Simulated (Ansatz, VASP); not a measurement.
**KGeO in VASP and in Ansatz**

```
K Ge O
1.0
     3.90718    0.00000    0.00000
    -1.95359    3.38372    0.00000
     0.00000    0.00000    7.21804
K Ge O
1 1 1
Cartesian
  0.0000 0.0000 1.6960
  0.0000 0.0000 4.8839
  0.0000 0.0000 6.5748
```

Alike in both runs: functional PBE; k mesh 6 × 6 × 4; occupations gaussian, width 0.1 eV; no spin polarisation.

Ansatz relaxed the structure, and its values are those at the end. VASP's run is a single point on that final structure, the one shown.

|  | VASP | Ansatz |
| --- | --- | --- |
| version | VASP 6.6.1 | Ansatz 0.2.0 |
| potentials or method | VASP PAW PBE potentials, release 64 (K_sv, Ge_d, O_h), cutoff 1340 eV | scalar-relativistic, plane waves, PAW |
| valence electrons in the cell | 29 | 29 |

```csv
,VASP,Ansatz,Ansatz less VASP
gap on the k mesh at the Fermi level (eV),none,none,-
pressure (GPa),0.0,0.1,+0.11
rms of the force components (eV/Å),0.083,0.015,-0.0676
```

A gap of «none» marks a metal or a gap that the smearing closes. With one functional, cell and mesh, what is left measures potentials, basis and numerics.
